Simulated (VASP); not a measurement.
# Ir (Fm-3m) in VASP: further runs, part 2 of 2

VASP 6.6.1.

## Step 3: Single point, PBE

Contents of INCAR:

```
SYSTEM = Ir
PREC = Accurate ; ENCUT = 520
EDIFF = 1E-6 ; ISMEAR = -1
SIGMA = 0.3 ; LREAL = .FALSE.
LASPH = .TRUE. ; NELM = 60
ALGO = Normal ; ISIF = 2
LWAVE = .FALSE. ; LCHARG = .FALSE.
GGA = PE ; NBANDS = 10
```

Contents of KPOINTS:

```
regular mesh
0
G
  13 13 13
  0 0 0
```

Contents of POSCAR:

```
Ir
1.0
    0.0000000000      1.9156000000      1.9156000000
    1.9156000000      0.0000000000      1.9156000000
    1.9156000000      1.9156000000      0.0000000000
Ir
1
Direct
    0.0000000000      0.0000000000      0.0000000000
```

Potentials or basis: VASP PAW PBE potentials, release 64 (Ir).

On the command line:

```console
$ cat potpaw_PBE.64/Ir/POTCAR > POTCAR
$ mpirun -np 1 vasp_std > vasp.out
```

OUTCAR:

```text
SYSTEM = Ir
   PREC = Accurate
   ENCUT = 520
   EDIFF = 1E-6
   ISMEAR = -1
   LREAL = .FALSE.
   LASPH = .TRUE.
   NELM = 60
   ISIF = 2
   GGA = PE

 ion  position               nearest neighbor table
   1  0.000  0.000  0.000-

  LATTYP: Found a face centered cubic cell.
 ALAT       =     3.8312000000

  Lattice vectors:

 A1 = (   0.0000000000,   1.9156000000,   1.9156000000)
 A2 = (   1.9156000000,   0.0000000000,   1.9156000000)
 A3 = (   1.9156000000,   1.9156000000,   0.0000000000)

Analysis of symmetry for initial positions (statically):
=====================================================================
 Subroutine PRICEL returns:
 Original cell was already a primitive cell.

 Routine SETGRP: Setting up the symmetry group for a
 face centered cubic supercell.

 Subroutine GETGRP returns: Found 48 space group operations
 (whereof 48 operations were pure point group operations)
 out of a pool of 48 trial point group operations.

The static configuration has the point symmetry O_h .

Analysis of symmetry for dynamics (positions and initial velocities):
=====================================================================
 Subroutine PRICEL returns:
 Original cell was already a primitive cell.

 Routine SETGRP: Setting up the symmetry group for a
 face centered cubic supercell.

 Subroutine GETGRP returns: Found 48 space group operations
 (whereof 48 operations were pure point group operations)
 out of a pool of 48 trial point group operations.

The dynamic configuration has the point symmetry O_h .

 Subroutine INISYM returns: Found 48 space group operations
 (whereof 48 operations are pure point group operations),
 and found     1 'primitive' translations

----------------------------------------------------------------------------------------

                                     Primitive cell

  volume of cell :      14.0587

  direct lattice vectors                    reciprocal lattice vectors
     0.000000000  1.915600000  1.915600000    -0.261014826  0.261014826  0.261014826
     1.915600000  0.000000000  1.915600000     0.261014826 -0.261014826  0.261014826
     1.915600000  1.915600000  0.000000000     0.261014826  0.261014826 -0.261014826

  length of vectors
     2.709067500  2.709067500  2.709067500     0.452090940  0.452090940  0.452090940

  position of ions in fractional coordinates (direct lattice)
     0.000000000  0.000000000  0.000000000

  ion indices of the primitive-cell ions
   primitive index   ion index
                 1           1

----------------------------------------------------------------------------------------

 KPOINTS: regular mesh

Automatic generation of k-mesh.
 Grid dimensions read from file:
 generate k-points for:   13   13   13

 Generating k-lattice:

  Cartesian coordinates                     Fractional coordinates (reciprocal lattice)
    -0.020078064  0.020078064  0.020078064     0.076923077  0.000000000  0.000000000
     0.020078064 -0.020078064  0.020078064     0.000000000  0.076923077  0.000000000
     0.020078064  0.020078064 -0.020078064     0.000000000  0.000000000  0.076923077

  Length of vectors
     0.034776226  0.034776226  0.034776226

  Shift w.r.t. Gamma in fractional coordinates (k-lattice)
     0.000000000  0.000000000  0.000000000

 Subroutine IBZKPT returns following result:
 ===========================================

 Found     84 irreducible k-points:

 Following reciprocal coordinates:
            Coordinates               Weight
  0.000000  0.000000  0.000000      1.000000
  0.076923  0.000000  0.000000      8.000000
  0.153846  0.000000  0.000000      8.000000
  0.230769  0.000000  0.000000      8.000000
  0.307692  0.000000  0.000000      8.000000
  0.384615  0.000000  0.000000      8.000000
[... 16 lines left out ...]
  0.384615  0.153846  0.000000     24.000000
  0.461538  0.153846  0.000000     24.000000
 [... further k-points ...]
   k-points           NKPTS =     84   k-points in BZ     NKDIM =     84   number of bands    NBANDS=     10
   number of dos      NEDOS =    301   number of ions     NIONS =      1
   total plane-waves  NPLWV =   8000
   dimension x,y,z NGX =    20 NGY =   20 NGZ =   20
   dimension x,y,z NGXF=    40 NGYF=   40 NGZF=   40
   ions per type =               1
   NGX,Y,Z   is equivalent  to a cutoff of  12.27, 12.27, 12.27 a.u.
   NGXF,Y,Z  is equivalent  to a cutoff of  24.55, 24.55, 24.55 a.u.
 SYSTEM =  Ir
   PREC   = accura    normal or accurate (medium, high low for compatibility)
   ISTART =      0    job   : 0-new  1-cont  2-samecut
   ICHARG =      2    charge: 1-file 2-atom 10-const
   ISPIN  =      1    spin polarized calculation?
   LNONCOLLINEAR =      F non collinear calculations
   LSORBIT =      F    spin-orbit coupling
   LASPH  =      T    aspherical Exc in radial PAW
   ENCUT  =  520.0 eV  38.22 Ry    6.18 a.u.   5.04  5.04  5.04*2*pi/ulx,y,z
   NELM   =     60;   NELMIN=  2; NELMDL= -5     # of ELM steps
   EDIFF  = 0.1E-05   stopping-criterion for ELM
   LREAL  =      F    real-space projection
   EDIFFG = 0.1E-04   stopping-criterion for IOM
   NSW    =      0    number of steps for IOM
   IBRION =     -1    ionic relax: 0-MD 1-quasi-New 2-CG
   NFREE  =      0    steps in history (QN), initial steepest desc. (CG)
   ISIF   =      2    stress and relaxation
   ISYM   =      2    0-nonsym 1-usesym 2-fastsym
   POTIM  = 0.5000    time-step for ionic-motion
   TEBEG  =    0.0;   TEEND  =   0.0 temperature during run
   PSTRESS=    0.0 pullay stress
   NELECT =       9.0000    total number of electrons
   NUPDOWN=      -1.0000    fix difference up-down
   EMIN   =  10.00;   EMAX   =-10.00  energy-range for DOS
   EFERMI =   0.00;   METHOD = LEGACY
   ISMEAR =    -1;   SIGMA  =   0.30  broadening in eV -4-tet -1-fermi 0-gaus
   EFERMI_NEDOS =   21; number of points for ismear=-14 and -15
   IALGO  =     38    algorithm
   IMIX   =      4    mixing-type and parameters
     AMIX     =   0.40;   BMIX     =  1.00
     AMIX_MAG =   1.60;   BMIX_MAG =  1.00
  volume/ion in A,a.u.               =      14.06        94.87
  Fermi-wavevector in a.u.,A,eV,Ry     =   1.410937  2.666284 27.085691  1.990742
  Thomas-Fermi vector in A             =   2.532839
   LORBIT       =      0    0 simple, 1 ext, 2 COOP (PROOUT), +10 PAW based schemes
   GGA     = PE    functional components
   LHFCALC =     F    Hartree Fock is set to
   AEXX    =    0.0000 exact exchange contribution
   IVDW    =     0    specifies the selected vdW correction
   LEPSILON=     F    determine dielectric tensor
   LRPA    =     F    only Hartree local field effects (RPA)
 non-spin polarized calculation
  energy-cutoff  :      520.00
  volume of cell :       14.06
 maximum number of plane-waves:       388
   NGX =  9   NGY =  9   NGZ =  9

 number of electron       9.0000000 magnetization

 Free energy of the ion-electron system (eV)
  ---------------------------------------------------
  ext. energy  EPLUGINS =         0.00000000
  ---------------------------------------------------
  free energy    TOTEN  =        -8.97391651 eV

  energy without entropy =       -8.68432298  energy(sigma->0) =       -8.82911974

 E-fermi :  10.4803     XC(G=0): -14.0237

 val. band max:       10.4755627872   @ k =   0.3077   0.1538   0.0000
 cond. band min:      10.4978748859   @ k =  -0.4615   0.3077   0.1538
 fundamental gap:      0.0223120987
 Fermi energy:        10.4802906821

 k-point     1 :       0.0000    0.0000    0.0000
  band No.  band energies     occupation
      1      -0.6712      2.00000
      2       6.6068      2.00000
      3       6.6068      2.00000
      4       6.6068      2.00000
      5       9.3218      1.95880
      6       9.3218      1.95880
      7      24.8298      0.00000
      8      30.4482      0.00000
      9      30.4482      0.00000
     10      30.4482      0.00000

 k-point     2 :       0.0769    0.0000    0.0000
  band No.  band energies     occupation
      1      -0.4077      2.00000
      2       6.4679      2.00000
      3       6.7198      1.99999
      4       6.7198      1.99999
      5       9.2502      1.96740
      6       9.2502      1.96740
      7      25.2838      0.00000
      8      29.1697      0.00000
      9      30.8839      0.00000
     10      30.8839      0.00000
[... 274 lines left out ...]
 k-point    24 :       0.4615    0.1538    0.0000
  band No.  band energies     occupation
      1       3.1184      2.00000
      2       5.8531      2.00000
      3       6.9094      1.99999
      4       7.4043      1.99993
      5      11.5160      0.06139
      6      12.7005      0.00122
      7      19.2432      0.00000
      8      26.1359      0.00000
      9      29.0349      0.00000
     10      30.2907      0.00000

 [... further k-points ...]
[... 5 lines left out ...]
  --------------------------------------------------------------------------------------
  -------------------------------------------------------------------------------------
  Total        1.3263855      1.3263855      1.3263855      0.0000000      0.0000000      0.0000000
  in kB      151.1596477    151.1596477    151.1596477      0.0000000      0.0000000      0.0000000
  external PRESSURE =     151.1596477 kB  Pullay stress =       0.0000000 kB

 VOLUME and BASIS-vectors are now :
 -----------------------------------------------------------------------------
  energy-cutoff  :      520.00
  volume of cell :       14.06
      direct lattice vectors                 reciprocal lattice vectors
     0.000000000  1.915600000  1.915600000    -0.261014826  0.261014826  0.261014826
     1.915600000  0.000000000  1.915600000     0.261014826 -0.261014826  0.261014826
     1.915600000  1.915600000  0.000000000     0.261014826  0.261014826 -0.261014826

 POSITION                                       TOTAL-FORCE (eV/Angst)
 -----------------------------------------------------------------------------------
      0.00000      0.00000      0.00000        -0.000000      0.000000     -0.000000
 -----------------------------------------------------------------------------------
    total drift:                                0.000000      0.000000     -0.000000

  FREE ENERGIE OF THE ION-ELECTRON SYSTEM (eV)
  ---------------------------------------------------
  free  energy   TOTEN  =        -8.9739165078 eV

  energy  without entropy=       -8.6843229765  energy(sigma->0) =       -8.82911974
```

stdout:

```text
POSCAR found type information on POSCAR Ir
 POSCAR found :  1 types and       1 ions
 scaLAPACK will be used
 LDA part: xc-table for (Slater+PW92), standard interpolation
 POSCAR, INCAR and KPOINTS ok, starting setup
 FFT: planning ... GRIDC
 FFT: planning ... GRID_SOFT
 FFT: planning ... GRID
 WAVECAR not read
 entering main loop
```

Run time: 15 s. Hardware: 1 thread of Intel Xeon 6975P-C, shared host; peak memory 0.13 GiB.

Results:

| Property | Result |
| --- | --- |
| Free energy | -8.9739 eV |
| Pressure | 15.1 GPa |

Levels at points of the mesh, in eV from the Fermi level:
```
           k point  band 2  band 3  band 4  band 5  band 6  band 7
(0.00, 0.00, 0.00)   -3.87   -3.87   -3.87   -1.16   -1.16   14.35
```

Caveat: spin-orbit coupling is left out, which moves the levels of the heavy elements.
